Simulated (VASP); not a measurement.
# C (P6/mmm) in VASP: notebook

C is run at these levels: PBE+D3(BJ); tasks: single point.

Program: VASP 6.6.1. These are calculated values, not measurements. Logs are shortened: lines on timing, memory, paths and dates and some standing lists are left out, and cuts for length are marked.

### 1 The cell of the first run

The structure is hexagonal, space group P6/mmm (No. 191). Conventional cell: a = 2.425 Å, b = 2.425 Å, c = 3.685 Å, α = 90.00°, β = 90.00°, γ = 120.00°. Within 1.9 Å of C (site symmetry -6m2) lie 3 C at 1.40 Å.

### 2 Single point, PBE+D3(BJ)

INCAR reads:

```
PREC = Accurate ; ENCUT = 520
EDIFF = 1E-6 ; ISMEAR = 0
SIGMA = 0.15 ; LREAL = F
LASPH = T ; NELM = 80
ALGO = Normal ; ISIF = 2
LWAVE = F ; LCHARG = T
GGA = PE ; IVDW = 12
LELF = T ; LVHAR = T
NBANDS = 11
```

KPOINTS reads:

```
Automatic mesh
0
Gamma
  30 30 18
```

POSCAR reads:

```
C
1.0
    2.4249773414      0.0000000000      0.0000000000
   -1.2124886707      2.1000919813      0.0000000000
    0.0000000000      0.0000000000      3.6853709971
C
2
Direct
    0.3333333333      0.6666666667      0.0000000000
    0.6666666667      0.3333333333      0.0000000000
```

Potentials or basis: VASP PAW PBE potentials, release 64 (C).

Started as:

```
$ cat potpaw_PBE.64/C/POTCAR > POTCAR
$ mpirun -np 1 vasp_std > vasp.out
```

OUTCAR:

```text
PREC = Accurate
   ENCUT = 520
   EDIFF = 1E-6
   ISMEAR = 0
   LREAL = F
   LASPH = T
   NELM = 80
   ISIF = 2
   GGA = PE
   IVDW = 12
 IVDW          = 12

 ion  position               nearest neighbor table
   1  0.333  0.667  0.000-   2 1.40   2 1.40   2 1.40
   2  0.667  0.333  0.000-   1 1.40   1 1.40   1 1.40

  LATTYP: Found a hexagonal cell.
 ALAT       =     2.4249773414
 C/A-ratio  =     1.5197548176

  Lattice vectors:

 A1 = (   2.4249773414,   0.0000000000,   0.0000000000)
 A2 = (  -1.2124886707,   2.1000919813,   0.0000000000)
 A3 = (   0.0000000000,   0.0000000000,   3.6853709971)

Analysis of symmetry for initial positions (statically):
=====================================================================
 Subroutine PRICEL returns:
 Original cell was already a primitive cell.

 Routine SETGRP: Setting up the symmetry group for a
 hexagonal supercell.

 Subroutine GETGRP returns: Found 24 space group operations
 (whereof 24 operations were pure point group operations)
 out of a pool of 24 trial point group operations.

The static configuration has the point symmetry D_6h.

Analysis of symmetry for dynamics (positions and initial velocities):
=====================================================================
 Subroutine PRICEL returns:
 Original cell was already a primitive cell.

 Routine SETGRP: Setting up the symmetry group for a
 hexagonal supercell.

 Subroutine GETGRP returns: Found 24 space group operations
 (whereof 24 operations were pure point group operations)
 out of a pool of 24 trial point group operations.

The dynamic configuration has the point symmetry D_6h.

 Subroutine INISYM returns: Found 24 space group operations
 (whereof 24 operations are pure point group operations),
 and found     1 'primitive' translations

----------------------------------------------------------------------------------------

                                     Primitive cell

  volume of cell :      18.7684

  direct lattice vectors                    reciprocal lattice vectors
     2.424977341  0.000000000  0.000000000     0.412374987  0.238084810  0.000000000
    -1.212488671  2.100091981  0.000000000     0.000000000  0.476169620  0.000000000
     0.000000000  0.000000000  3.685370997     0.000000000  0.000000000  0.271343102

  length of vectors
     2.424977341  2.424977341  3.685370997     0.476169620  0.476169620  0.271343102

  position of ions in fractional coordinates (direct lattice)
     0.333333333  0.666666667  0.000000000
     0.666666667  0.333333333  0.000000000

  ion indices of the primitive-cell ions
   primitive index   ion index
                 1           1
                 2           2

----------------------------------------------------------------------------------------

 KPOINTS: Automatic mesh

Automatic generation of k-mesh.
 Grid dimensions read from file:
 generate k-points for:   30   30   18

 Generating k-lattice:

  Cartesian coordinates                     Fractional coordinates (reciprocal lattice)
     0.013745833  0.007936160  0.000000000     0.033333333  0.000000000  0.000000000
     0.000000000  0.015872321  0.000000000     0.000000000  0.033333333  0.000000000
     0.000000000  0.000000000  0.015074617     0.000000000  0.000000000  0.055555556

  Length of vectors
     0.015872321  0.015872321  0.015074617

  Shift w.r.t. Gamma in fractional coordinates (k-lattice)
     0.000000000  0.000000000  0.000000000

 Subroutine IBZKPT returns following result:
 ===========================================

 Found    910 irreducible k-points:

 Following reciprocal coordinates:
            Coordinates               Weight
  0.000000  0.000000  0.000000      1.000000
  0.033333  0.000000  0.000000      6.000000
  0.066667  0.000000  0.000000      6.000000
  0.100000  0.000000  0.000000      6.000000
  0.133333  0.000000  0.000000      6.000000
  0.166667  0.000000  0.000000      6.000000
[... 16 lines left out ...]
  0.233333  0.033333  0.000000     12.000000
  0.266667  0.033333  0.000000     12.000000
 [... further k-points ...]
   k-points           NKPTS =    910   k-points in BZ     NKDIM =    910   number of bands    NBANDS=     11
   number of dos      NEDOS =    301   number of ions     NIONS =      2
   total plane-waves  NPLWV =   9072
   dimension x,y,z NGX =    18 NGY =   18 NGZ =   28
   dimension x,y,z NGXF=    36 NGYF=   36 NGZF=   56
   ions per type =               2
   NGX,Y,Z   is equivalent  to a cutoff of  12.34, 12.34, 12.63 a.u.
   NGXF,Y,Z  is equivalent  to a cutoff of  24.68, 24.68, 25.26 a.u.
 SYSTEM =  unknown system
   PREC   = accura    normal or accurate (medium, high low for compatibility)
   ISTART =      0    job   : 0-new  1-cont  2-samecut
   ICHARG =      2    charge: 1-file 2-atom 10-const
   ISPIN  =      1    spin polarized calculation?
   LNONCOLLINEAR =      F non collinear calculations
   LSORBIT =      F    spin-orbit coupling
   LASPH  =      T    aspherical Exc in radial PAW
   ENCUT  =  520.0 eV  38.22 Ry    6.18 a.u.   4.51  4.51  6.85*2*pi/ulx,y,z
   NELM   =     80;   NELMIN=  2; NELMDL= -5     # of ELM steps
   EDIFF  = 0.1E-05   stopping-criterion for ELM
   LREAL  =      F    real-space projection
   EDIFFG = 0.1E-04   stopping-criterion for IOM
   NSW    =      0    number of steps for IOM
   IBRION =     -1    ionic relax: 0-MD 1-quasi-New 2-CG
   NFREE  =      0    steps in history (QN), initial steepest desc. (CG)
   ISIF   =      2    stress and relaxation
   ISYM   =      2    0-nonsym 1-usesym 2-fastsym
   POTIM  = 0.5000    time-step for ionic-motion
   TEBEG  =    0.0;   TEEND  =   0.0 temperature during run
   PSTRESS=    0.0 pullay stress
   NELECT =       8.0000    total number of electrons
   NUPDOWN=      -1.0000    fix difference up-down
   EMIN   =  10.00;   EMAX   =-10.00  energy-range for DOS
   EFERMI =   0.00;   METHOD = LEGACY
   ISMEAR =     0;   SIGMA  =   0.15  broadening in eV -4-tet -1-fermi 0-gaus
   EFERMI_NEDOS =   21; number of points for ismear=-14 and -15
   IALGO  =     38    algorithm
   IMIX   =      4    mixing-type and parameters
     AMIX     =   0.40;   BMIX     =  1.00
     AMIX_MAG =   1.60;   BMIX_MAG =  1.00
  volume/ion in A,a.u.               =       9.38        63.33
  Fermi-wavevector in a.u.,A,eV,Ry     =   1.232052  2.328241 20.652997  1.517952
  Thomas-Fermi vector in A             =   2.366837
   LORBIT       =      0    0 simple, 1 ext, 2 COOP (PROOUT), +10 PAW based schemes
   GGA     = PE    functional components
   LHFCALC =     F    Hartree Fock is set to
   AEXX    =    0.0000 exact exchange contribution
   IVDW    =    12    specifies the selected vdW correction
   LEPSILON=     F    determine dielectric tensor
   LRPA    =     F    only Hartree local field effects (RPA)
 non-spin polarized calculation
 Gauss-broadening in eV      SIGMA  =   0.15
  energy-cutoff  :      520.00
  volume of cell :       18.77
 maximum number of plane-waves:       523
 NGX is ok and might be reduce to    18

 number of electron       8.0000000 magnetization

 Free energy of the ion-electron system (eV)
  ---------------------------------------------------
  ext. energy  EPLUGINS =         0.00000000
  ---------------------------------------------------
  free energy    TOTEN  =       -18.39489456 eV

  energy without entropy =      -18.39473255  energy(sigma->0) =      -18.39481355

 E-fermi :   4.1932     XC(G=0):  -9.7588

 val. band max:        4.1227651367   @ k =   0.3333   0.3333   0.2778
 cond. band min:       4.2493236925   @ k =   0.3333   0.3333   0.2222
 fundamental gap:      0.1265585558
 Fermi energy:         4.1932291743

 k-point     1 :       0.0000    0.0000    0.0000
  band No.  band energies     occupation
      1     -15.7967      2.00000
      2      -3.1565      2.00000
      3       1.1765      2.00000
      4       1.1765      2.00000
      5       7.6561      0.00000
      6      12.8226      0.00000
      7      12.8226      0.00000
      8      16.3407      0.00000
      9      17.7530      0.00000
     10      26.4630      0.00000
     11      27.1099      0.00000

 k-point     2 :       0.0333    0.0000    0.0000
  band No.  band energies     occupation
      1     -15.7695      2.00000
      2      -3.1245      2.00000
      3       1.0652      2.00000
      4       1.1157      2.00000
      5       7.6902      0.00000
      6      12.8402      0.00000
      7      12.9435      0.00000
      8      16.2459      0.00000
      9      17.7947      0.00000
     10      26.4488      0.00000
     11      27.1964      0.00000

 k-point     3 :       0.0667    0.0000    0.0000
  band No.  band energies     occupation
      1     -15.6880      2.00000
      2      -3.0287      2.00000
      3       0.7422      2.00000
      4       0.9418      2.00000
      5       7.7926      0.00000
      6      12.8813      0.00000
      7      13.2970      0.00000
      8      15.9641      0.00000
      9      17.9242      0.00000
     10      26.3955      0.00000
     11      27.4429      0.00000

 k-point     4 :       0.1000    0.0000    0.0000
  band No.  band energies     occupation
      1     -15.5523      2.00000
      2      -2.8695      2.00000
      3       0.2366      2.00000
      4       0.6768      2.00000
      5       7.9637      0.00000
      6      12.9184      0.00000
      7      13.8596      0.00000
      8      15.5131      0.00000
      9      18.1490      0.00000
     10      26.2783      0.00000
     11      27.8070      0.00000
[... 239 lines left out ...]
 k-point    22 :       0.2000    0.0333    0.0000
  band No.  band energies     occupation
      1     -14.6349      2.00000
      2      -2.4474      2.00000
      3      -1.8042      2.00000
      4      -0.6583      2.00000
      5       9.1287      0.00000
      6      12.8750      0.00000
      7      12.9156      0.00000
      8      16.8917      0.00000
      9      19.6653      0.00000
     10      24.9902      0.00000
     11      27.9178      0.00000

 k-point    23 :       0.2333    0.0333    0.0000
  band No.  band energies     occupation
      1     -14.2600      2.00000
      2      -3.3343      2.00000
      3      -1.3761      2.00000
      4      -1.0218      2.00000
      5       9.6064      0.00000
      6      12.0193      0.00000
      7      12.7666      0.00000
      8      17.9453      0.00000
      9      20.1050      0.00000
     10      24.4820      0.00000
     11      27.0753      0.00000

 k-point    24 :       0.2667    0.0333    0.0000
  band No.  band energies     occupation
      1     -13.8338      2.00000
      2      -4.2392      2.00000
      3      -1.3580      2.00000
      4      -0.8961      2.00000
      5      10.1494      0.00000
      6      11.0894      0.00000
      7      12.6475      0.00000
      8      18.9621      0.00000
      9      20.4444      0.00000
     10      23.9842      0.00000
     11      26.3251      0.00000

 [... further k-points ...]

------------------------ aborting loop because EDIFF is reached ----------------------------------------

 Edisp (eV)   -0.27870

 E8    (eV) :    -0.0780

  FORCE on cell =-STRESS in cart. coord.  units (eV):
  Direction    XX          YY          ZZ          XY          YZ          ZX
  --------------------------------------------------------------------------------------
  -------------------------------------------------------------------------------------
  Total       2.55003     2.55003    -0.10961     0.00000    -0.00000     0.00000
  in kB     217.68534   217.68534    -9.35662     0.00000    -0.00000     0.00000
  external pressure =      142.00 kB  Pullay stress =        0.00 kB

 VOLUME and BASIS-vectors are now :
 -----------------------------------------------------------------------------
  energy-cutoff  :      520.00
  volume of cell :       18.77
      direct lattice vectors                 reciprocal lattice vectors
     2.424977341  0.000000000  0.000000000     0.412374987  0.238084810  0.000000000
    -1.212488671  2.100091981  0.000000000     0.000000000  0.476169620  0.000000000
     0.000000000  0.000000000  3.685370997     0.000000000  0.000000000  0.271343102

 POSITION                                       TOTAL-FORCE (eV/Angst)
 -----------------------------------------------------------------------------------
     -0.00000      1.40006      0.00000        -0.000000      0.000000      0.000000
      1.21249      0.70003      0.00000         0.000000     -0.000000      0.000000
 -----------------------------------------------------------------------------------
    total drift:                                0.000000     -0.000000      0.000000

  FREE ENERGIE OF THE ION-ELECTRON SYSTEM (eV)
  ---------------------------------------------------
  free  energy   TOTEN  =       -18.6735982945 eV

  energy  without entropy=      -18.6734362805  energy(sigma->0) =      -18.67351729
```

It took 55 s on 1 thread of AMD EPYC 9R45 (Zen 5), shared host; peak memory 0.23 GiB.

What came out:

```yaml
Free_energy: -18.6736 eV
Pressure: 14.2 GPa
Band_gap_on_the_k_mesh: zero (bands 4 and 5 overlap by 0.73 eV)
Dispersion_energy_per_atom: -0.139 eV
```

Stress tensor (GPa, compression positive):
```
21.77  0.00  0.00
 0.00 21.77  0.00
 0.00  0.00 -0.94
```

Caveat: the cell stands under pressure.

### 3 Single point, PBE+D3(BJ)

This run uses another cell than the first one, of the same volume but with other edges.

INCAR reads:

```
SYSTEM = C
ALGO = Normal ; EDIFF = 1E-7
ENCUT = 520 ; GGA = PE
ISIF = 2 ; ISMEAR = 0
IVDW = 12 ; LASPH = .True.
LCHARG = .True. ; LELF = .True.
LREAL = .False. ; LVHAR = .True.
LWAVE = .False. ; NBANDS = 11
NELM = 80 ; PREC = Accurate
SIGMA = 0.15
```

KPOINTS reads:

```
k-points
0
Gamma
  30 30 18
  0 0 0
```

POSCAR reads:

```
C
1.0
    2.6550586701      0.0000000000      0.0000000000
   -1.3275293351      2.2993482569      0.0000000000
    0.0000000000      0.0000000000      3.0743148228
C
2
Direct
    0.3333333333      0.6666666667      0.0000000000
    0.6666666667      0.3333333333      0.0000000000
```

Potentials or basis: VASP PAW PBE potentials, release 64 (C).

Started as:

```
$ cat potpaw_PBE.64/C/POTCAR > POTCAR
$ mpirun -np 1 vasp_std > vasp.out
```

It took 58 s on 1 thread of AMD EPYC 9R45 (Zen 5), shared host; peak memory 0.23 GiB.

Results (log left out):

```
Free energy                : -17.9461 eV
Pressure                   : -46.3 GPa
Band gap on the k mesh     : zero (bands 4 and 5 overlap by 2.36 eV)
Dispersion energy per atom : -0.158 eV
```

Stress tensor (GPa, compression positive):
```
-74.88   0.00   0.00
  0.00 -74.88   0.00
  0.00   0.00  11.00
```

Levels at points of the mesh, in eV from the Fermi level:
```tsv
k point	band 2	band 3	band 4	band 5	band 6	band 7
(0.00, 0.00, 0.00)	-4.50	-3.13	-3.13	6.02	6.81	6.81
(0.50, 0.00, 0.00)	-12.17	-5.90	-0.65	2.95	4.94	11.33
(0.00, 0.00, 0.50)	-7.70	-3.01	-3.01	7.08	7.08	8.22
(0.50, 0.00, 0.50)	-11.73	-5.73	-3.17	0.27	5.67	12.31
```

Caveat: the cell stands under tension.

(Continued in part 2 of 2.)
